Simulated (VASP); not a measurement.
# Mo in VASP: a series of runs

Mo is run at these levels: PBE; tasks: single point.

All numbers are computed with VASP 6.6.1; they aren't measurements. Logs are shortened: lines on timing, memory, paths and dates and some standing lists are left out, and cuts for length are marked.

### 1 The cell of the first run

The structure is cubic, space group Im-3m (No. 229). The conventional cell has a = 3.318 Å, b = 3.318 Å, c = 3.318 Å, α = 90.00°, β = 90.00°, γ = 90.00°. Within 3.8 Å of Mo (site symmetry m-3m) lie 14 Mo at 2.87 to 3.32 Å.

### 2 Single point, PBE (strain +0.050 along x and y, +0.050 along z)

Contents of INCAR:

```
SYSTEM = Mo
PREC = Accurate
ENCUT = 520
EDIFF = 1E-6
ISMEAR = 0
SIGMA = 0.15
LREAL = .False.
LASPH = .True.
NELM = 60
ALGO = Normal
ISIF = 2
LWAVE = .False.
LCHARG = .False.
GGA = PE
NBANDS = 13
```

Contents of KPOINTS:

```
regular mesh
0
Gamma
  26 26 26
  0 0 0
```

Contents of POSCAR:

```
Mo
1.0
   -1.6592304070      1.6592304070      1.6592304070
    1.6592304070     -1.6592304070      1.6592304070
    1.6592304070      1.6592304070     -1.6592304070
Mo
1
Direct
    0.0000000000      0.0000000000      0.0000000000
```

Potentials or basis: VASP PAW PBE potentials, release 64 (Mo_sv).

Command:

```sh
$ cat potpaw_PBE.64/Mo_sv/POTCAR > POTCAR
$ mpirun -np 1 vasp_std > vasp.out
```

OUTCAR:

```text
SYSTEM = Mo
   PREC = Accurate
   ENCUT = 520
   EDIFF = 1E-6
   ISMEAR = 0
   LREAL = .False.
   LASPH = .True.
   NELM = 60
   ISIF = 2
   GGA = PE

 ion  position               nearest neighbor table
   1  0.000  0.000  0.000-

  LATTYP: Found a body centered cubic cell.
 ALAT       =     3.3184608140

  Lattice vectors:

 A1 = (  -1.6592304070,   1.6592304070,   1.6592304070)
 A2 = (   1.6592304070,  -1.6592304070,   1.6592304070)
 A3 = (   1.6592304070,   1.6592304070,  -1.6592304070)

Analysis of symmetry for initial positions (statically):
=====================================================================
 Subroutine PRICEL returns:
 Original cell was already a primitive cell.

 Routine SETGRP: Setting up the symmetry group for a
 body centered cubic supercell.

 Subroutine GETGRP returns: Found 48 space group operations
 (whereof 48 operations were pure point group operations)
 out of a pool of 48 trial point group operations.

The static configuration has the point symmetry O_h .

Analysis of symmetry for dynamics (positions and initial velocities):
=====================================================================
 Subroutine PRICEL returns:
 Original cell was already a primitive cell.

 Routine SETGRP: Setting up the symmetry group for a
 body centered cubic supercell.

 Subroutine GETGRP returns: Found 48 space group operations
 (whereof 48 operations were pure point group operations)
 out of a pool of 48 trial point group operations.

The dynamic configuration has the point symmetry O_h .

 Subroutine INISYM returns: Found 48 space group operations
 (whereof 48 operations are pure point group operations),
 and found     1 'primitive' translations

----------------------------------------------------------------------------------------

                                     Primitive cell

  volume of cell :      18.2717

  direct lattice vectors                    reciprocal lattice vectors
    -1.659230407  1.659230407  1.659230407     0.000000000  0.301344526  0.301344526
     1.659230407 -1.659230407  1.659230407     0.301344526  0.000000000  0.301344526
     1.659230407  1.659230407 -1.659230407     0.301344526  0.301344526  0.000000000

  length of vectors
     2.873871366  2.873871366  2.873871366     0.426165515  0.426165515  0.426165515

  position of ions in fractional coordinates (direct lattice)
     0.000000000  0.000000000  0.000000000

  ion indices of the primitive-cell ions
   primitive index   ion index
                 1           1

----------------------------------------------------------------------------------------

 KPOINTS: regular mesh

Automatic generation of k-mesh.
 Grid dimensions read from file:
 generate k-points for:   26   26   26

 Generating k-lattice:

  Cartesian coordinates                     Fractional coordinates (reciprocal lattice)
     0.000000000  0.011590174  0.011590174     0.038461538  0.000000000  0.000000000
     0.011590174  0.000000000  0.011590174     0.000000000  0.038461538  0.000000000
     0.011590174  0.011590174  0.000000000     0.000000000  0.000000000  0.038461538

  Length of vectors
     0.016390981  0.016390981  0.016390981

  Shift w.r.t. Gamma in fractional coordinates (k-lattice)
     0.000000000  0.000000000  0.000000000

 Subroutine IBZKPT returns following result:
 ===========================================

 Found    511 irreducible k-points:

 Following reciprocal coordinates:
            Coordinates               Weight
  0.000000  0.000000  0.000000      1.000000
  0.038462  0.000000  0.000000     12.000000
  0.076923  0.000000  0.000000     12.000000
  0.115385  0.000000  0.000000     12.000000
  0.153846  0.000000  0.000000     12.000000
  0.192308  0.000000  0.000000     12.000000
[... 16 lines left out ...]
  0.346154  0.038462  0.000000     48.000000
  0.384615  0.038462  0.000000     48.000000
 [... further k-points ...]
   k-points           NKPTS =    511   k-points in BZ     NKDIM =    511   number of bands    NBANDS=     13
   number of dos      NEDOS =    301   number of ions     NIONS =      1
   total plane-waves  NPLWV =  13824
   dimension x,y,z NGX =    24 NGY =   24 NGZ =   24
   dimension x,y,z NGXF=    48 NGYF=   48 NGZF=   48
   ions per type =               1
   NGX,Y,Z   is equivalent  to a cutoff of  13.88, 13.88, 13.88 a.u.
   NGXF,Y,Z  is equivalent  to a cutoff of  27.77, 27.77, 27.77 a.u.
 SYSTEM =  Mo
   PREC   = accura    normal or accurate (medium, high low for compatibility)
   ISTART =      0    job   : 0-new  1-cont  2-samecut
   ICHARG =      2    charge: 1-file 2-atom 10-const
   ISPIN  =      1    spin polarized calculation?
   LNONCOLLINEAR =      F non collinear calculations
   LSORBIT =      F    spin-orbit coupling
   LASPH  =      T    aspherical Exc in radial PAW
   ENCUT  =  520.0 eV  38.22 Ry    6.18 a.u.   5.34  5.34  5.34*2*pi/ulx,y,z
   NELM   =     60;   NELMIN=  2; NELMDL= -5     # of ELM steps
   EDIFF  = 0.1E-05   stopping-criterion for ELM
   LREAL  =      F    real-space projection
   EDIFFG = 0.1E-04   stopping-criterion for IOM
   NSW    =      0    number of steps for IOM
   IBRION =     -1    ionic relax: 0-MD 1-quasi-New 2-CG
   NFREE  =      0    steps in history (QN), initial steepest desc. (CG)
   ISIF   =      2    stress and relaxation
   ISYM   =      2    0-nonsym 1-usesym 2-fastsym
   POTIM  = 0.5000    time-step for ionic-motion
   TEBEG  =    0.0;   TEEND  =   0.0 temperature during run
   PSTRESS=    0.0 pullay stress
   NELECT =      14.0000    total number of electrons
   NUPDOWN=      -1.0000    fix difference up-down
   EMIN   =  10.00;   EMAX   =-10.00  energy-range for DOS
   EFERMI =   0.00;   METHOD = LEGACY
   ISMEAR =     0;   SIGMA  =   0.15  broadening in eV -4-tet -1-fermi 0-gaus
   EFERMI_NEDOS =   21; number of points for ismear=-14 and -15
   IALGO  =     38    algorithm
   IMIX   =      4    mixing-type and parameters
     AMIX     =   0.40;   BMIX     =  1.00
     AMIX_MAG =   1.60;   BMIX_MAG =  1.00
  volume/ion in A,a.u.               =      18.27       123.30
  Fermi-wavevector in a.u.,A,eV,Ry     =   1.498043  2.830890 30.533262  2.244131
  Thomas-Fermi vector in A             =   2.609853
   LORBIT       =      0    0 simple, 1 ext, 2 COOP (PROOUT), +10 PAW based schemes
   GGA     = PE    functional components
   LHFCALC =     F    Hartree Fock is set to
   AEXX    =    0.0000 exact exchange contribution
   IVDW    =     0    specifies the selected vdW correction
   LEPSILON=     F    determine dielectric tensor
   LRPA    =     F    only Hartree local field effects (RPA)
 non-spin polarized calculation
 Gauss-broadening in eV      SIGMA  =   0.15
  energy-cutoff  :      520.00
  volume of cell :       18.27
 maximum number of plane-waves:       531
 NGX is ok and might be reduce to    24
   NGX = 11   NGY = 11   NGZ = 11

 number of electron      14.0000002 magnetization

 Free energy of the ion-electron system (eV)
  ---------------------------------------------------
  ext. energy  EPLUGINS =         0.00000000
  ---------------------------------------------------
  free energy    TOTEN  =       -10.70190332 eV

  energy without entropy =      -10.69430929  energy(sigma->0) =      -10.69810630

 E-fermi :  10.2216     XC(G=0): -12.5310

 val. band max:       10.2121561181   @ k =  -0.2308   0.2308   0.1154
 cond. band min:      10.2225275535   @ k =  -0.2308   0.3462   0.1154
 fundamental gap:      0.0103714354
 Fermi energy:        10.2215946356

 k-point     1 :       0.0000    0.0000    0.0000
  band No.  band energies     occupation
      1     -51.0715      2.00000
      2     -24.6182      2.00000
      3     -24.6182      2.00000
      4     -24.6182      2.00000
      5       3.5737      2.00000
      6       9.1355      2.00000
      7       9.1355      2.00000
      8       9.1355      2.00000
      9      11.6201      0.00000
     10      11.6201      0.00000
     11      24.7792      0.00000
     12      24.7792      0.00000
     13      24.7792      0.00000

 k-point     2 :       0.0385    0.0000    0.0000
  band No.  band energies     occupation
      1     -51.0694      2.00000
      2     -24.6310      2.00000
      3     -24.6223      2.00000
      4     -24.6182      2.00000
      5       3.6294      2.00000
      6       9.1065      2.00000
      7       9.1318      2.00000
      8       9.1854      2.00000
      9      11.5783      0.00000
     10      11.6213      0.00000
     11      24.8164      0.00000
     12      24.8652      0.00000
     13      24.8704      0.00000

 k-point     3 :       0.0769    0.0000    0.0000
  band No.  band energies     occupation
      1     -51.0636      2.00000
      2     -24.6688      2.00000
      3     -24.6344      2.00000
      4     -24.6183      2.00000
      5       3.7938      2.00000
      6       9.0220      2.00000
      7       9.1166      2.00000
      8       9.3337      2.00000
      9      11.4678      0.00000
     10      11.6256      0.00000
     11      24.9143      0.00000
     12      25.0950      0.00000
     13      25.1405      0.00000
[... 305 lines left out ...]
 k-point    23 :       0.3462    0.0385    0.0000
  band No.  band energies     occupation
      1     -50.9559      2.00000
      2     -25.3235      2.00000
      3     -24.8514      2.00000
      4     -24.6258      2.00000
      5       5.9250      2.00000
      6       7.7444      2.00000
      7       9.7935      1.99995
      8      11.4787      0.00000
      9      11.9849      0.00000
     10      12.9025      0.00000
     11      21.7517      0.00000
     12      22.7882      0.00000
     13      27.5257      0.00000

 k-point    24 :       0.3846    0.0385    0.0000
  band No.  band energies     occupation
      1     -50.9448      2.00000
      2     -25.3874      2.00000
      3     -24.8737      2.00000
      4     -24.6261      2.00000
      5       5.8988      2.00000
      6       7.6327      2.00000
      7      10.3291      0.31064
      8      11.5740      0.00000
      9      12.0676      0.00000
     10      13.4270      0.00000
     11      20.8375      0.00000
     12      22.3641      0.00000
     13      26.6530      0.00000

 [... further k-points ...]
[... 5 lines left out ...]
  --------------------------------------------------------------------------------------
  -------------------------------------------------------------------------------------
  Total       -3.1241212     -3.1241212     -3.1241212      0.0000000      0.0000000      0.0000000
  in kB     -273.9418447   -273.9418447   -273.9418447      0.0000000      0.0000000      0.0000000
  external PRESSURE =    -273.9418447 kB  Pullay stress =       0.0000000 kB

 VOLUME and BASIS-vectors are now :
 -----------------------------------------------------------------------------
  energy-cutoff  :      520.00
  volume of cell :       18.27
      direct lattice vectors                 reciprocal lattice vectors
    -1.659230407  1.659230407  1.659230407     0.000000000  0.301344526  0.301344526
     1.659230407 -1.659230407  1.659230407     0.301344526  0.000000000  0.301344526
     1.659230407  1.659230407 -1.659230407     0.301344526  0.301344526  0.000000000

 POSITION                                       TOTAL-FORCE (eV/Angst)
 -----------------------------------------------------------------------------------
      0.00000      0.00000      0.00000        -0.000000     -0.000000      0.000000
 -----------------------------------------------------------------------------------
    total drift:                                0.000000      0.000000     -0.000000

  FREE ENERGIE OF THE ION-ELECTRON SYSTEM (eV)
  ---------------------------------------------------
  free  energy   TOTEN  =       -10.7019033218 eV

  energy  without entropy=      -10.6943092858  energy(sigma->0) =      -10.69810630
```

It took 43 s on 1 thread of Intel Xeon Platinum 8559C (Emerald Rapids), shared host; peak memory 0.23 GiB.

Results:

```yaml
Free_energy: -10.7019 eV
Pressure: -27.4 GPa
Band_gap_on_the_k_mesh: zero (band 7 reaches 13.40 eV, above the bottom of band 8 at 9.14 eV)
```

Levels at points of the mesh, in eV from the Fermi level:
| k point | band 3 | band 4 | band 5 | band 6 | band 7 | band 8 | band 9 | band 10 | band 11 | band 12 |
| --- | --- | --- | --- | --- | --- | --- | --- | --- | --- | --- |
| (0.00, 0.00, 0.00) | -34.84 | -34.84 | -6.65 | -1.09 | -1.09 | -1.09 | 1.40 | 1.40 | 14.56 | 14.56 |
| (0.50, 0.00, 0.00) | -35.12 | -34.84 | -4.43 | -2.72 | 1.19 | 1.36 | 1.87 | 3.76 | 9.47 | 11.62 |
| (0.50, 0.50, 0.50) | -35.43 | -35.43 | -4.33 | -4.33 | 3.18 | 3.18 | 3.18 | 7.98 | 7.98 | 7.98 |

Caveat: the cell differs from its parent crystal (strain +0.050 along x and y, +0.050 along z).

### 3 Single point, PBE (strain -0.050 along x and y, -0.025 along z)

Contents of INCAR:

```
SYSTEM = Mo
ALGO = Fast ; EDIFF = 1E-7
ENCUT = 520 ; GGA = PE
ISIF = 2 ; ISMEAR = 0
LASPH = .True. ; LCHARG = .False.
LREAL = .False. ; LWAVE = .False.
NBANDS = 13 ; NELM = 100
PREC = Accurate ; SIGMA = 0.15
```

Contents of KPOINTS:

```
k-points
0
Gamma
  26 26 26
  0 0 0
```

Contents of POSCAR:

```
Mo
1.0
   -1.5012084634      1.5012084634      1.5407139493
    1.5012084634     -1.5012084634      1.5407139493
    1.5012084634      1.5012084634     -1.5407139493
Mo
1
Direct
    0.0000000000      0.0000000000      0.0000000000
```

Potentials or basis: VASP PAW PBE potentials, release 64 (Mo_sv).

Command:

```sh
$ cat potpaw_PBE.64/Mo_sv/POTCAR > POTCAR
$ mpirun -np 1 vasp_std > vasp.out
```

OUTCAR:

```text
SYSTEM = Mo
   EDIFF = 1E-7
   ENCUT = 520
   GGA = PE
   ISIF = 2
   ISMEAR = 0
   LASPH = .True.
   LREAL = .False.
   NELM = 100
   PREC = Accurate

 ion  position               nearest neighbor table
   1  0.000  0.000  0.000-

  LATTYP: Found a body centered tetragonal cell.
 ALAT       =     3.0024169268
 C/A-ratio  =     1.0263157895

  Lattice vectors:

 A1 = (  -1.5012084634,   1.5012084634,   1.5407139493)
 A2 = (   1.5012084634,  -1.5012084634,   1.5407139493)
 A3 = (   1.5012084634,   1.5012084634,  -1.5407139493)

Analysis of symmetry for initial positions (statically):
=====================================================================
 Subroutine PRICEL returns:
 Original cell was already a primitive cell.

 Routine SETGRP: Setting up the symmetry group for a
 body centered tetragonal supercell.

 Subroutine GETGRP returns: Found 16 space group operations
 (whereof 16 operations were pure point group operations)
 out of a pool of 16 trial point group operations.

The static configuration has the point symmetry D_4h.

Analysis of symmetry for dynamics (positions and initial velocities):
=====================================================================
 Subroutine PRICEL returns:
 Original cell was already a primitive cell.

 Routine SETGRP: Setting up the symmetry group for a
 body centered tetragonal supercell.

 Subroutine GETGRP returns: Found 16 space group operations
 (whereof 16 operations were pure point group operations)
 out of a pool of 16 trial point group operations.

The dynamic configuration has the point symmetry D_4h.

 Subroutine INISYM returns: Found 16 space group operations
[... 110 lines left out ...]
   ISMEAR =     0;   SIGMA  =   0.15  broadening in eV -4-tet -1-fermi 0-gaus
   EFERMI_NEDOS =   21; number of points for ismear=-14 and -15
   IALGO  =     68    algorithm
   IMIX   =      4    mixing-type and parameters
     AMIX     =   0.40;   BMIX     =  1.00
     AMIX_MAG =   1.60;   BMIX_MAG =  1.00
  volume/ion in A,a.u.               =      13.89        93.73
  Fermi-wavevector in a.u.,A,eV,Ry     =   1.641457  3.101904 36.659279  2.694381
  Thomas-Fermi vector in A             =   2.731924
   LORBIT       =      0    0 simple, 1 ext, 2 COOP (PROOUT), +10 PAW based schemes
   GGA     = PE    functional components
   LHFCALC =     F    Hartree Fock is set to
   AEXX    =    0.0000 exact exchange contribution
   IVDW    =     0    specifies the selected vdW correction
   LEPSILON=     F    determine dielectric tensor
   LRPA    =     F    only Hartree local field effects (RPA)
 non-spin polarized calculation
 RMM-DIIS sequential band-by-band and
 Gauss-broadening in eV      SIGMA  =   0.15
  energy-cutoff  :      520.00
  volume of cell :       13.89
 maximum number of plane-waves:       390
   NGX =  9   NGY =  9   NGZ =  9

 number of electron      14.0000003 magnetization

 Free energy of the ion-electron system (eV)
  ---------------------------------------------------
  ext. energy  EPLUGINS =         0.00000000
  ---------------------------------------------------
  free energy    TOTEN  =       -10.69179944 eV

  energy without entropy =      -10.68567047  energy(sigma->0) =      -10.68873496

 E-fermi :  14.6145     XC(G=0): -14.0693

 val. band max:       14.6052149679   @ k =  -0.3077  -0.3462   0.2692
 cond. band min:      14.6178779190   @ k =  -0.1538   0.3077   0.0769
 fundamental gap:      0.0126629511
 Fermi energy:        14.6145279494

 k-point     1 :       0.0000    0.0000    0.0000
  band No.  band energies     occupation
      1     -46.7393      2.00000
      2     -19.6775      2.00000
      3     -19.6699      2.00000
      4     -19.6699      2.00000
      5       7.0162      2.00000
      6      12.8725      2.00000
      7      12.8725      2.00000
      8      13.2132      2.00000
      9      16.2316      0.00000
     10      16.6856      0.00000
     11      29.2201      0.00000
     12      29.7596      0.00000
     13      29.7596      0.00000
[... 354 lines left out ...]
  band No.  band energies     occupation
      1     -46.3560      2.00000
      2     -21.5196      2.00000
      3     -20.2409      2.00000
      4     -19.6968      2.00000
      5       8.7890      2.00000
      6      10.8928      2.00000
      7      15.2124      0.00000
      8      16.4029      0.00000
      9      17.2306      0.00000
     10      19.3284      0.00000
     11      27.4583      0.00000
     12      29.1343      0.00000
     13      35.0860      0.00000

 [... further k-points ...]
[... 5 lines left out ...]
  --------------------------------------------------------------------------------------
  -------------------------------------------------------------------------------------
  Total        4.1458005      4.1458005      3.2522295      0.0000000      0.0000000      0.0000000
  in kB      478.2499859    478.2499859    375.1697007      0.0000000      0.0000000      0.0000000
  external PRESSURE =     443.8898909 kB  Pullay stress =       0.0000000 kB

 VOLUME and BASIS-vectors are now :
 -----------------------------------------------------------------------------
  energy-cutoff  :      520.00
  volume of cell :       13.89
      direct lattice vectors                 reciprocal lattice vectors
    -1.501208463  1.501208463  1.540713949     0.000000000  0.333065002  0.324524874
     1.501208463 -1.501208463  1.540713949     0.333065002  0.000000000  0.324524874
     1.501208463  1.501208463 -1.540713949     0.333065002  0.333065002  0.000000000

 POSITION                                       TOTAL-FORCE (eV/Angst)
 -----------------------------------------------------------------------------------
      0.00000      0.00000      0.00000         0.000000     -0.000000      0.000000
 -----------------------------------------------------------------------------------
    total drift:                                0.000000     -0.000000      0.000000

  FREE ENERGIE OF THE ION-ELECTRON SYSTEM (eV)
  ---------------------------------------------------
  free  energy   TOTEN  =       -10.6917994354 eV

  energy  without entropy=      -10.6856704749  energy(sigma->0) =      -10.68873496
```

stdout:

```text
POSCAR found type information on POSCAR Mo
 POSCAR found :  1 types and       1 ions
 scaLAPACK will be used
 LDA part: xc-table for (Slater+PW92), standard interpolation
 POSCAR, INCAR and KPOINTS ok, starting setup
 FFT: planning ... GRIDC
 FFT: planning ... GRID_SOFT
 FFT: planning ... GRID
 WAVECAR not read
 entering main loop
```

It took 2.3 min on 1 thread of Intel Xeon Platinum 8559C (Emerald Rapids), shared host; peak memory 0.32 GiB.

Results:

* Free energy: -10.6918 eV
* Pressure: 44.4 GPa
* Band gap on the k mesh: zero (band 7 reaches 19.22 eV, above the bottom of band 8 at 13.15 eV)

Caveat: the cell differs from its parent crystal (strain -0.050 along x and y, -0.025 along z).

(Continued in part 2 of 2.)
